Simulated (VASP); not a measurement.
A run of VASP 6.6.1 is set up as follows.

INCAR

```
SYSTEM = BaO
PREC = Accurate ; ENCUT = 600
EDIFF = 1E-7 ; ISMEAR = 0
SIGMA = 0.02 ; LREAL = .False.
LASPH = .True. ; NELM = 120
ALGO = Normal ; ISIF = 3
LWAVE = .False. ; LCHARG = .False.
GGA = PE ; IBRION = 2
NSW = 80 ; EDIFFG = -0.01
GGA_COMPAT = .False. ; NELMIN = 4
```

The input KPOINTS:

```
regular mesh
0
Gamma
  8 8 8
  0 0 0
```

The input POSCAR:

```
BaO
1.0
    0.0000000000      2.7870094962      2.7870094962
    2.7870094962      0.0000000000      2.7870094962
    2.7870094962      2.7870094962      0.0000000000
Ba O
1 1
Direct
    0.0000000000      0.0000000000      0.0000000000
    0.5000000000      0.5000000000      0.5000000000
```

Potentials or basis: VASP PAW PBE potentials, release 64 (Ba_sv, O).

Command:

```bash
$ cat potpaw_PBE.64/Ba_sv/POTCAR potpaw_PBE.64/O/POTCAR > POTCAR
$ mpirun -np 1 vasp_std > vasp.out
```

Q: What does it give for the relaxed volume?

A: 22.10 Å³/atom.

Q: Predict the space group after relaxing (to 0.05 Å).

A: Fm-3m (No. 225).

Q: Predict the relaxed cell.

A: a = 3.969 Å, b = 3.969 Å, c = 3.969 Å, α = 60.00°, β = 60.00°, γ = 60.00°.

Q: Estimate the band gap on the k mesh.

A: 2.10 eV, direct.

Final structure:
```
CELL_PARAMETERS angstrom
0.00000 2.80645 2.80645
2.80645 0.00000 2.80645
2.80645 2.80645 0.00000
ATOMIC_POSITIONS crystal
Ba 0.00000 0.00000 0.00000
O 0.50000 0.50000 0.50000
```

Caveat: spin-orbit coupling is left out, which moves the levels of the heavy elements. A k mesh can miss the band edges.
